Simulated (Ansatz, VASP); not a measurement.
## Zr3Si2: VASP beside Ansatz

```
Zr Si
1.0
     6.50033    0.00000    0.00000
     0.00000    6.50033    0.00000
     0.00000    0.00000    3.64449
Zr Si
6 4
Direct
  0.17448 0.67448 0.50000
  0.82552 0.32552 0.50000
  0.32552 0.17448 0.50000
  0.67448 0.82552 0.50000
  0.00000 0.00000 0.00000
  0.50000 0.50000 0.00000
  0.62239 0.12239 0.00000
  0.37761 0.87761 0.00000
  0.87761 0.62239 0.00000
  0.12239 0.37761 0.00000
```

Change from the starting cell: strain -0.080 along x and y, +0.000 along z, atoms carried along.

Alike in both runs: task single point; functional PBEsol; k mesh 6 × 6 × 12; occupations gaussian, width 0.15 eV; no spin polarisation.

```csv
,VASP,Ansatz
version,VASP 6.6.1,Ansatz 0.2.0
potentials or method,"VASP PAW PBE potentials, release 64 (Zr_sv, Si), cutoff 520 eV","scalar-relativistic, plane waves, PAW"
valence electrons in the cell,88,88
```

```tsv
	VASP	Ansatz	Ansatz less VASP
gap on the k mesh at the Fermi level (eV)	none	none	-
pressure (GPa)	35.2	34.9	-0.31
traceless stress, the component that is largest in VASP (GPa)	-12.92	-12.92	+0.003
rms of the force components (eV/Å)	0.091	0.091	-0.0002
```

VASP's potentials were made for PBE, not for PBEsol. Atom by atom the forces differ by 0.002 eV/Å (rms over components). A gap of «none» marks a metal or a gap that the smearing closes. Both programs put the cell under a high pressure, so it lies far from rest at this level. With one functional, cell and mesh, what is left measures potentials, basis and numerics.
